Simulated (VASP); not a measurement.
Input of a VASP 6.6.1 run:

INCAR

```
PREC = Accurate
ENCUT = 520
EDIFF = 1E-7
ISMEAR = 0
SIGMA = 0.01
LREAL = F
LASPH = T
NELM = 100
ALGO = Normal
ISIF = 2
LWAVE = F
LCHARG = F
GGA = PE
NBANDS = 16
```

File KPOINTS:

```
Automatic mesh
0
Gamma
  8 8 8
```

Contents of POSCAR:

```
SiC3
1.0
    1.4191851026      0.8193669010      4.6942357031
   -1.4191851026      0.8193669010      4.6942357031
    0.0000000000     -1.6387338021      4.6942357031
C Si
3 1
Direct
    1.0086192312      0.0086192312      0.0086192312
    0.4883538732      0.4883538732      0.4883538732
    0.3791214684      0.3791214684      0.3791214684
    0.8739054272      0.8739054272      0.8739054272
```

Potentials or basis: VASP PAW PBE potentials, release 64 (C, Si).

Launch:

```console
$ cat potpaw_PBE.64/C/POTCAR potpaw_PBE.64/Si/POTCAR > POTCAR
$ mpirun -np 1 vasp_std > vasp.out
```

Problem. Estimate the pressure.

Solution. 0.0 GPa.

Problem. Predict the largest force.

Solution. 0.043 eV/Å.

Stress tensor (GPa, compression positive):
```
 0.08  0.00  0.00
 0.00  0.08  0.00
 0.00  0.00 -0.02
```
